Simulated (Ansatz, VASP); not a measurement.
This is a calculation of Cu for Ansatz 0.2.0.

input.yaml

```yaml
crystal:
  lattice:
    - [2.5307640267, 0.0, 0.0]
    - [-1.2653820134, 2.1917059381, 0.0]
    - [0.0, 0.0, 8.26181508]
  atoms:
    - { symbol: Cu, position: [0.6666666667, 0.3333333333, 0.75] }
    - { symbol: Cu, position: [0.0, 0.0, 0.5] }
    - { symbol: Cu, position: [0.3333333333, 0.6666666667, 0.25] }
    - { symbol: Cu, position: [0.0, 0.0, 0.0] }
hamiltonian:
  xc: pbesol
  pseudopotentials: { kind: paw }
kpoints:
  mp_grid: { grid: [12, 12, 4] }
scf:
  occupations: { method: fermi_dirac, width: 0.05 }
output:
  forces: true
  stress: true
  eigenvalues: true
relax:
  f_tol: 0.01
  max_steps: 40
  cell: { stress_tol: 0.05 }
```

Potentials or basis: Ansatz PAW.

The run is started by

```sh
$ ansatz run input.yaml --threads 2 --pin off --max-ram 5632MiB --backend cpu --events-out ev --progress --plain --runs-dir out
```

Q: Translate it to VASP 6.6.1. Potentials there: VASP PAW PBE potentials, release 64 (Cu).

A: As run (the cutoff follows the program's own potentials):

Contents of INCAR:

```
PREC     = Accurate       # precision mode
ENCUT    = 600            # plane-wave cutoff, eV
EDIFF    = 1E-6           # SCF threshold, eV
ISMEAR   = -1             # smearing method
SIGMA    = 0.05           # smearing width, eV
LREAL    = F              # projectors in reciprocal space
LASPH    = T              # aspherical terms in the spheres
NELM     = 100            # most SCF steps
ALGO     = Normal         # electronic algorithm
ISIF     = 3              # what is computed and relaxed
LWAVE    = F              # write WAVECAR
LCHARG   = F              # write CHGCAR
GGA      = PS             # functional
IBRION   = 2              # ionic algorithm
NSW      = 60             # ionic steps
EDIFFG   = -0.01          # ionic threshold
```

File KPOINTS:

```
regular mesh
0
Gamma
  12 12 4
```

Contents of POSCAR:

```
Cu
1.0
    2.5307640267      0.0000000000      0.0000000000
   -1.2653820134      2.1917059381      0.0000000000
    0.0000000000      0.0000000000      8.2618150800
Cu
4
Direct
    0.6666666667      0.3333333333      0.7500000000
    0.0000000000      0.0000000000      0.5000000000
    0.3333333333      0.6666666667      0.2500000000
    0.0000000000      0.0000000000      0.0000000000
```

Potentials or basis: VASP PAW PBE potentials, release 64 (Cu).

Run with:

```bash
$ cat potpaw_PBE.64/Cu/POTCAR > POTCAR
$ mpirun -np 1 vasp_std > vasp.out
```

Both were run:

|  | VASP | Ansatz | Ansatz less VASP |
| --- | --- | --- | --- |
| gap on the k mesh at the Fermi level, each at its own relaxed structure (eV) | none | none | - |
| relaxed volume (Å³/atom) | 11.38 | 11.32 | -0.058 |
| relaxed length of the cell vector where the two differ most in proportion (Å) | 2.528 | 2.523 | -0.0048 |

VASP's potentials were made for PBE, not for PBEsol. A gap of «none» marks a metal or a gap that the smearing closes. VASP's potentials hold 44 valence electrons a cell and Ansatz's 76, so a difference there can come from the potentials and not from the codes.

Noted on Ansatz's run: the plane-wave basis is chosen anew once the cell has moved, so the energies of steps on either side of that aren't comparable.
